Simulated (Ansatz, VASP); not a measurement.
**Two plane-wave programs on ScAlN2**

```
Sc N Al
1.0
     3.04461    0.00000    0.00000
     0.00000    3.04461    0.00000
     0.00000    0.00000    4.31898
Sc N Al
1 2 1
Direct
  0.00000 0.00000 0.00000
  0.00000 0.00000 0.50000
  0.50000 0.50000 0.00000
  0.50000 0.50000 0.50000
```

Alike in both runs: task single point; functional r2SCAN; k mesh 4 × 4 × 4; no spin polarisation.

|  | VASP | Ansatz |
| --- | --- | --- |
| version | VASP 6.6.1 | Ansatz 0.2.0 |
| potentials or method | VASP PAW PBE potentials, release 64 (Sc_sv, N, Al) | plane waves, PAW |
| plane-wave cutoff (eV) | 660 | 500 |
| occupations | gaussian, width 0.01 eV | fixed |
| valence electrons in the cell | 24 | 24 |

```csv
,VASP,Ansatz,Ansatz less VASP
gap on the k mesh at the Fermi level (eV),1.10,1.10,+0.002
```

VASP's potentials were made for PBE, not for r2SCAN.

The k mesh is coarse, so the values compare programs but aren't converged.
